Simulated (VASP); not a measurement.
Write the native input for VASP 6.6.1 that does the following.

```yaml
Task: relaxation of the atoms
Functional: PBEsol
Potentials_or_basis: VASP PAW PBE potentials, release 64 (Sc_sv, Al)
Cutoff: 520 eV
k_mesh: 6 × 6 × 6
Occupations: fermi-dirac, width 0.05 eV
Spin: no spin polarisation
Dipole_correction: no
Further_INCAR_settings: ALGO = Normal; EDIFF = 1e-06; IBRION = 2; EDIFFG = -0.01; NSW = 60
```

The structure of ScAl3 lies in POSCAR:

```
ScAl3
1.0
    4.0878065700     -0.0204390328      0.0000000000
   -0.0204390328      4.0878065700      0.0000000000
    0.0000000000      0.0000000000      4.0878065700
Sc Al
1 3
Direct
    0.0000000000      0.0000000000      0.0000000000
    0.5000000000      0.5000000000      0.0000000000
    0.0000000000      0.5000000000      0.5000000000
    0.5000000000      0.0000000000      0.5000000000
```

These files were run (other wordings do the same):

INCAR

```
PREC     = Accurate       # precision mode
ENCUT    = 520            # plane-wave cutoff, eV
EDIFF    = 1E-6           # SCF threshold, eV
ISMEAR   = -1             # smearing method
SIGMA    = 0.05           # smearing width, eV
LREAL    = False          # projectors in reciprocal space
LASPH    = True           # aspherical terms in the spheres
NELM     = 100            # most SCF steps
ALGO     = Normal         # electronic algorithm
ISIF     = 2              # what is computed and relaxed
LWAVE    = False          # write WAVECAR
LCHARG   = False          # write CHGCAR
GGA      = PS             # functional
IBRION   = 2              # ionic algorithm
NSW      = 60             # ionic steps
EDIFFG   = -0.01          # ionic threshold
```

KPOINTS

```
Automatic mesh
0
Gamma
  6 6 6
```

Potentials or basis: VASP PAW PBE potentials, release 64 (Sc_sv, Al).

Command:

```bash
$ cat potpaw_PBE.64/Sc_sv/POTCAR potpaw_PBE.64/Al/POTCAR > POTCAR
$ mpirun -np 1 vasp_std > vasp.out
```

It gave:

* Pressure after relaxing: -1.0 GPa
* Band gap on the k mesh: zero (bands 10 and 11 overlap by 3.79 eV)

Caveat: the relaxation stopped at its first step, so nothing moved; the PAW data sets were made with another functional, which shifts forces and pressure a little.

Run time: 27 s on 1 thread of Intel(R) Xeon(R) Platinum 8559C (Emerald Rapids), with other jobs on the host, peak memory 0.19 GiB.
